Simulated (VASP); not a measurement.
# Ru (Fd-3m) in VASP: further runs, part 2 of 2

VASP 6.6.1. The steps go on from the part before.

### 4 Single point, PBE (18.67 Å³/atom)

This run uses another cell than the first one, of 18.67 Å³/atom.

The input, INCAR:

```
PREC = Accurate
ENCUT = 520
EDIFF = 1E-6
ISMEAR = -1
SIGMA = 0.1
LREAL = False
LASPH = True
NELM = 60
ALGO = Normal
ISIF = 2
LWAVE = False
LCHARG = True
GGA = PE
LELF = True
LVHAR = True
NBANDS = 21
```

The input, KPOINTS:

```
Automatic mesh
0
Gamma
  11 11 11
```

The input, POSCAR:

```
Ru
1.0
    0.0000000000      2.6530695373      2.6530695373
    2.6530695373      0.0000000000      2.6530695373
    2.6530695373      2.6530695373      0.0000000000
Ru
2
Direct
    0.1250000000      0.1250000000      0.1250000000
    0.8750000000      0.8750000000      0.8750000000
```

Potentials or basis: VASP PAW PBE potentials, release 64 (Ru_pv).

Launch:

```bash
$ cat potpaw_PBE.64/Ru_pv/POTCAR > POTCAR
$ mpirun -np 1 vasp_std > vasp.out
```

OUTCAR:

```text
PREC = Accurate
   ENCUT = 520
   EDIFF = 1E-6
   ISMEAR = -1
   LREAL = False
   LASPH = True
   NELM = 60
   ISIF = 2
   GGA = PE

 ion  position               nearest neighbor table
   1  0.125  0.125  0.125-   2 2.30   2 2.30   2 2.30   2 2.30
   2  0.875  0.875  0.875-   1 2.30   1 2.30   1 2.30   1 2.30

  LATTYP: Found a face centered cubic cell.
 ALAT       =     5.3061390746

  Lattice vectors:

 A1 = (   0.0000000000,   2.6530695373,   2.6530695373)
 A2 = (   2.6530695373,   0.0000000000,   2.6530695373)
 A3 = (   2.6530695373,   2.6530695373,   0.0000000000)

Analysis of symmetry for initial positions (statically):
=====================================================================
 Subroutine PRICEL returns:
 Original cell was already a primitive cell.

 Routine SETGRP: Setting up the symmetry group for a
 face centered cubic supercell.

 Subroutine GETGRP returns: Found 48 space group operations
 (whereof 12 operations were pure point group operations)
 out of a pool of 48 trial point group operations.

The static configuration has the point symmetry D_3d.
 The point group associated with its full space group is O_h .

Analysis of symmetry for dynamics (positions and initial velocities):
=====================================================================
 Subroutine PRICEL returns:
 Original cell was already a primitive cell.

 Routine SETGRP: Setting up the symmetry group for a
 face centered cubic supercell.

 Subroutine GETGRP returns: Found 48 space group operations
 (whereof 12 operations were pure point group operations)
 out of a pool of 48 trial point group operations.

The dynamic configuration has the point symmetry D_3d.
 The point group associated with its full space group is O_h .

 Subroutine INISYM returns: Found 48 space group operations
[... 103 lines left out ...]
   ISIF   =      2    stress and relaxation
   ISYM   =      2    0-nonsym 1-usesym 2-fastsym
   POTIM  = 0.5000    time-step for ionic-motion
   TEBEG  =    0.0;   TEEND  =   0.0 temperature during run
   PSTRESS=    0.0 pullay stress
   NELECT =      28.0000    total number of electrons
   NUPDOWN=      -1.0000    fix difference up-down
   EMIN   =  10.00;   EMAX   =-10.00  energy-range for DOS
   EFERMI =   0.00;   METHOD = LEGACY
   ISMEAR =    -1;   SIGMA  =   0.10  broadening in eV -4-tet -1-fermi 0-gaus
   EFERMI_NEDOS =   21; number of points for ismear=-14 and -15
   IALGO  =     38    algorithm
   IMIX   =      4    mixing-type and parameters
     AMIX     =   0.40;   BMIX     =  1.00
     AMIX_MAG =   1.60;   BMIX_MAG =  1.00
  volume/ion in A,a.u.               =      18.67       126.02
  Fermi-wavevector in a.u.,A,eV,Ry     =   1.487198  2.810397 30.092805  2.211759
  Thomas-Fermi vector in A             =   2.600389
   LORBIT       =      0    0 simple, 1 ext, 2 COOP (PROOUT), +10 PAW based schemes
   GGA     = PE    functional components
   LHFCALC =     F    Hartree Fock is set to
   AEXX    =    0.0000 exact exchange contribution
   IVDW    =     0    specifies the selected vdW correction
   LEPSILON=     F    determine dielectric tensor
   LRPA    =     F    only Hartree local field effects (RPA)
 non-spin polarized calculation
  energy-cutoff  :      520.00
  volume of cell :       37.35
 maximum number of plane-waves:      1018
   NGX = 13   NGY = 13   NGZ = 13

 number of electron      28.0000010 magnetization

 Free energy of the ion-electron system (eV)
  ---------------------------------------------------
  ext. energy  EPLUGINS =         0.00000000
  ---------------------------------------------------
  free energy    TOTEN  =       -15.95842150 eV

  energy without entropy =      -15.90162531  energy(sigma->0) =      -15.93002340

 E-fermi :   8.1168     XC(G=0): -11.7878

 val. band max:        8.1075099683   @ k =   0.4545   0.2727   0.0909
 cond. band min:       8.1268458705   @ k =   0.3636   0.1818   0.0000
 fundamental gap:      0.0193359022
 Fermi energy:         8.1168254359

 k-point     1 :       0.0000    0.0000    0.0000
  band No.  band energies     occupation
      1     -35.2614      2.00000
      2     -35.2614      2.00000
      3     -35.2614      2.00000
      4     -34.1682      2.00000
      5     -34.1682      2.00000
      6     -34.1682      2.00000
[... 565 lines left out ...]
     20      18.9635      0.00000
     21      18.9673      0.00000

 [... further k-points ...]
[... 5 lines left out ...]
  --------------------------------------------------------------------------------------
  -------------------------------------------------------------------------------------
  Total        3.9587473      3.9587473      3.9587473      0.0000000      0.0000000      0.0000000
  in kB      169.8214199    169.8214199    169.8214199      0.0000000      0.0000000      0.0000000
  external PRESSURE =     169.8214199 kB  Pullay stress =       0.0000000 kB

 VOLUME and BASIS-vectors are now :
 -----------------------------------------------------------------------------
  energy-cutoff  :      520.00
  volume of cell :       37.35
      direct lattice vectors                 reciprocal lattice vectors
     0.000000000  2.653069537  2.653069537    -0.188460948  0.188460948  0.188460948
     2.653069537  0.000000000  2.653069537     0.188460948 -0.188460948  0.188460948
     2.653069537  2.653069537  0.000000000     0.188460948  0.188460948 -0.188460948

 POSITION                                       TOTAL-FORCE (eV/Angst)
 -----------------------------------------------------------------------------------
      0.66327      0.66327      0.66327         0.000000      0.000000     -0.000000
      4.64287      4.64287      4.64287        -0.000000      0.000000      0.000000
 -----------------------------------------------------------------------------------
    total drift:                                0.000000     -0.000000     -0.000000

  FREE ENERGIE OF THE ION-ELECTRON SYSTEM (eV)
  ---------------------------------------------------
  free  energy   TOTEN  =       -15.9584214978 eV

  energy  without entropy=      -15.9016253075  energy(sigma->0) =      -15.93002340
```

Run time: 65 s. Hardware: 1 thread of AMD EPYC 7R43 (Zen 3), shared host; peak memory 0.14 GiB.

What came out:

* Free energy: -15.9584 eV
* Pressure: 17.0 GPa
* Band gap on the k mesh: zero (bands 14 and 15 overlap by 0.91 eV)

Caveat: the cell stands under pressure.

### 5 Single point, PBE (19.49 Å³/atom)

This run uses another cell than the first one, of 19.49 Å³/atom.

Changes to INCAR since step 4:

```diff
@@ -11,6 +11,4 @@
 LWAVE = False
-LCHARG = True
+LCHARG = False
 GGA = PE
-LELF = True
-LVHAR = True
 NBANDS = 21
```

The input, KPOINTS:

```
regular mesh
0
Gamma
  11 11 11
```

The input, POSCAR:

```
Ru
1.0
    0.0000000000      2.6909756520      2.6909756520
    2.6909756520      0.0000000000      2.6909756520
    2.6909756520      2.6909756520      0.0000000000
Ru
2
Direct
    0.1250000000      0.1250000000      0.1250000000
    0.8750000000      0.8750000000      0.8750000000
```

Launch:

```bash
$ cat potpaw_PBE.64/Ru_pv/POTCAR > POTCAR
$ mpirun -np 1 vasp_std > vasp.out
```

It took 56 s on 1 thread of AMD EPYC 7R43 (Zen 3), shared host; peak memory 0.13 GiB.

The run converged. Its results:

```
Free energy            : -16.0825 eV
Pressure               : 7.7 GPa
Band gap on the k mesh : zero (bands 14 and 15 overlap by 0.87 eV)
```

Levels at points of the mesh, in eV from the Fermi level:
| k point | band 11 | band 12 | band 13 | band 14 | band 15 | band 16 | band 17 | band 18 |
| --- | --- | --- | --- | --- | --- | --- | --- | --- |
| (0.00, 0.00, 0.00) | -3.33 | -3.33 | -0.49 | -0.49 | -0.49 | 1.96 | 1.96 | 10.88 |

Caveat: the cell stands under pressure.

### 6 Single point, PBE (20.30 Å³/atom)

The input, INCAR:

```
SYSTEM = Ru
PREC = Accurate
ENCUT = 520
EDIFF = 1E-7
ISMEAR = -1
SIGMA = 0.1
LREAL = .FALSE.
LASPH = .TRUE.
NELM = 100
ALGO = Normal
ISIF = 2
LWAVE = .FALSE.
LCHARG = .FALSE.
GGA = PE
NBANDS = 21
```

The input, KPOINTS:

```
regular mesh
0
G
  11 11 11
  0 0 0
```

The input, POSCAR:

```
Ru
1.0
    0.0000000000      2.7278429134      2.7278429134
    2.7278429134      0.0000000000      2.7278429134
    2.7278429134      2.7278429134      0.0000000000
Ru
2
Direct
    0.1250000000      0.1250000000      0.1250000000
    0.8750000000      0.8750000000      0.8750000000
```

Potentials or basis: VASP PAW PBE potentials, release 64 (Ru_pv).

Launch:

```bash
$ cat potpaw_PBE.64/Ru_pv/POTCAR > POTCAR
$ mpirun -np 1 vasp_std > vasp.out
```

OUTCAR:

```text
SYSTEM = Ru
   PREC = Accurate
   ENCUT = 520
   EDIFF = 1E-7
   ISMEAR = -1
   LREAL = .FALSE.
   LASPH = .TRUE.
   NELM = 100
   ISIF = 2
   GGA = PE

 ion  position               nearest neighbor table
   1  0.125  0.125  0.125-   2 2.36   2 2.36   2 2.36   2 2.36
   2  0.875  0.875  0.875-   1 2.36   1 2.36   1 2.36   1 2.36

  LATTYP: Found a face centered cubic cell.
 ALAT       =     5.4556858268

  Lattice vectors:

 A1 = (   0.0000000000,   2.7278429134,   2.7278429134)
 A2 = (   2.7278429134,   0.0000000000,   2.7278429134)
 A3 = (   2.7278429134,   2.7278429134,   0.0000000000)

Analysis of symmetry for initial positions (statically):
=====================================================================
 Subroutine PRICEL returns:
 Original cell was already a primitive cell.

 Routine SETGRP: Setting up the symmetry group for a
 face centered cubic supercell.

 Subroutine GETGRP returns: Found 48 space group operations
 (whereof 12 operations were pure point group operations)
 out of a pool of 48 trial point group operations.

The static configuration has the point symmetry D_3d.
 The point group associated with its full space group is O_h .

Analysis of symmetry for dynamics (positions and initial velocities):
=====================================================================
 Subroutine PRICEL returns:
 Original cell was already a primitive cell.

 Routine SETGRP: Setting up the symmetry group for a
 face centered cubic supercell.

 Subroutine GETGRP returns: Found 48 space group operations
 (whereof 12 operations were pure point group operations)
 out of a pool of 48 trial point group operations.

The dynamic configuration has the point symmetry D_3d.
 The point group associated with its full space group is O_h .

 Subroutine INISYM returns: Found 48 space group operations
 (whereof 12 operations are pure point group operations),
 and found     1 'primitive' translations
[... 103 lines left out ...]
   POTIM  = 0.5000    time-step for ionic-motion
   TEBEG  =    0.0;   TEEND  =   0.0 temperature during run
   PSTRESS=    0.0 pullay stress
   NELECT =      28.0000    total number of electrons
   NUPDOWN=      -1.0000    fix difference up-down
   EMIN   =  10.00;   EMAX   =-10.00  energy-range for DOS
   EFERMI =   0.00;   METHOD = LEGACY
   ISMEAR =    -1;   SIGMA  =   0.10  broadening in eV -4-tet -1-fermi 0-gaus
   EFERMI_NEDOS =   21; number of points for ismear=-14 and -15
   IALGO  =     38    algorithm
   IMIX   =      4    mixing-type and parameters
     AMIX     =   0.40;   BMIX     =  1.00
     AMIX_MAG =   1.60;   BMIX_MAG =  1.00
  volume/ion in A,a.u.               =      20.30       136.98
  Fermi-wavevector in a.u.,A,eV,Ry     =   1.446432  2.733361 28.465657  2.092167
  Thomas-Fermi vector in A             =   2.564502
   LORBIT       =      0    0 simple, 1 ext, 2 COOP (PROOUT), +10 PAW based schemes
   GGA     = PE    functional components
   LHFCALC =     F    Hartree Fock is set to
   AEXX    =    0.0000 exact exchange contribution
   IVDW    =     0    specifies the selected vdW correction
   LEPSILON=     F    determine dielectric tensor
   LRPA    =     F    only Hartree local field effects (RPA)
 non-spin polarized calculation
  energy-cutoff  :      520.00
  volume of cell :       40.60
 maximum number of plane-waves:      1109
 NGX is ok and might be reduce to    30
   NGX = 15   NGY = 15   NGZ = 15

 number of electron      28.0000006 magnetization

 Free energy of the ion-electron system (eV)
  ---------------------------------------------------
  ext. energy  EPLUGINS =         0.00000000
  ---------------------------------------------------
  free energy    TOTEN  =       -16.12224953 eV

  energy without entropy =      -16.05976507  energy(sigma->0) =      -16.09100730

 E-fermi :   7.0217     XC(G=0): -11.3312

 val. band max:        7.0156770664   @ k =  -0.4545   0.0909   0.0000
 cond. band min:       7.0573120446   @ k =   0.3636   0.2727   0.0909
 fundamental gap:      0.0416349781
 Fermi energy:         7.0216854539

 k-point     1 :       0.0000    0.0000    0.0000
  band No.  band energies     occupation
      1     -36.1174      2.00000
      2     -36.1174      2.00000
      3     -36.1174      2.00000
      4     -35.2450      2.00000
      5     -35.2450      2.00000
      6     -35.2450      2.00000
[... 565 lines left out ...]
     20      17.9313      0.00000
     21      17.9368      0.00000

 [... further k-points ...]
[... 5 lines left out ...]
  --------------------------------------------------------------------------------------
  -------------------------------------------------------------------------------------
  Total        0.0686946      0.0686946      0.0686946     -0.0000000     -0.0000000     -0.0000000
  in kB        2.7110958      2.7110958      2.7110958     -0.0000000     -0.0000000     -0.0000000
  external PRESSURE =       2.7110958 kB  Pullay stress =       0.0000000 kB

 VOLUME and BASIS-vectors are now :
 -----------------------------------------------------------------------------
  energy-cutoff  :      520.00
  volume of cell :       40.60
      direct lattice vectors                 reciprocal lattice vectors
     0.000000000  2.727842913  2.727842913    -0.183295012  0.183295012  0.183295012
     2.727842913  0.000000000  2.727842913     0.183295012 -0.183295012  0.183295012
     2.727842913  2.727842913  0.000000000     0.183295012  0.183295012 -0.183295012

 POSITION                                       TOTAL-FORCE (eV/Angst)
 -----------------------------------------------------------------------------------
      0.68196      0.68196      0.68196        -0.000000      0.000000      0.000000
      4.77373      4.77373      4.77373         0.000000     -0.000000     -0.000000
 -----------------------------------------------------------------------------------
    total drift:                               -0.000000      0.000000      0.000000

  FREE ENERGIE OF THE ION-ELECTRON SYSTEM (eV)
  ---------------------------------------------------
  free  energy   TOTEN  =       -16.1222495273 eV

  energy  without entropy=      -16.0597650678  energy(sigma->0) =      -16.09100730
```

stdout:

```text
POSCAR found type information on POSCAR Ru
 POSCAR found :  1 types and       2 ions
 scaLAPACK will be used
 LDA part: xc-table for (Slater+PW92), standard interpolation
 POSCAR, INCAR and KPOINTS ok, starting setup
 FFT: planning ... GRIDC
 FFT: planning ... GRID_SOFT
 FFT: planning ... GRID
 WAVECAR not read
 entering main loop
```

Wall time 96 s (1 thread of AMD EPYC 7R43 (Zen 3), shared host); peak memory 0.15 GiB.

Results:

```yaml
Free_energy: -16.1222 eV
Pressure: 0.3 GPa
Band_gap_on_the_k_mesh: zero (bands 14 and 15 overlap by 0.83 eV)
```

Levels at points of the mesh, in eV from the Fermi level:
```tsv
k point	band 12	band 13	band 14	band 15	band 16	band 17
(0.00, 0.00, 0.00)	-3.19	-0.47	-0.47	-0.47	1.83	1.83
```

### 7 The runs side by side

| cell | k mesh | gap on the mesh (eV) | pressure (GPa) |
| --- | --- | --- | --- |
| a = 3.858 Å, angles 60.0°, 2 atoms | 10 × 10 × 10 | none | 0.2 |
| a = 3.697 Å, angles 60.0°, 2 atoms | 11 × 11 × 11 | none | 28.8 |
| a = 3.752 Å, angles 60.0°, 2 atoms | 11 × 11 × 11 | none | 17.0 |
| a = 3.806 Å, angles 60.0°, 2 atoms | 11 × 11 × 11 | none | 7.7 |
| a = 3.858 Å, angles 60.0°, 2 atoms | 11 × 11 × 11 | none | 0.3 |

Alike in all rows: task single point; level PBE; potentials or basis VASP PAW PBE potentials, release 64 (Ru_pv); no spin polarisation; cutoff (eV) 520; smearing fermi-dirac 0.1 eV.

Caveats: the cell stands under pressure (at least some runs).

Absolute energies hang on the potentials; compare differences alone.
